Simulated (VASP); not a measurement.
Runs of VASP 6.6.1 on H. The structure is that of space group P4/mmm (No. 123), or close to it. The cells are those of the table. 

| cell | gap on the mesh (eV) | pressure (GPa) |
| --- | --- | --- |
| a = 2.517, b = 2.650, c = 0.980 Å, 1 atom | none | (a) |
| a = 2.782, b = 2.650, c = 0.980 Å, 1 atom | none | 1.4 |
| a = 2.881, b = 2.650, c = 0.980 Å, 1 atom | none | 1.2 |
| a = 2.583, b = 2.650, c = 0.980 Å, 1 atom | none | 1.8 |

Alike in all rows: task single point; level PBEsol; potentials or basis VASP PAW PBE potentials, release 64 (H); no spin polarisation; k mesh 10 × 10 × 26; cutoff (eV) 520; smearing gaussian 0.05 eV.

Estimate the missing entries.

(a) 1.9.

Caveats: the PAW data sets were made with another functional, which shifts forces and pressure a little.

A gap of «none» marks levels without a gap at the run's occupations.
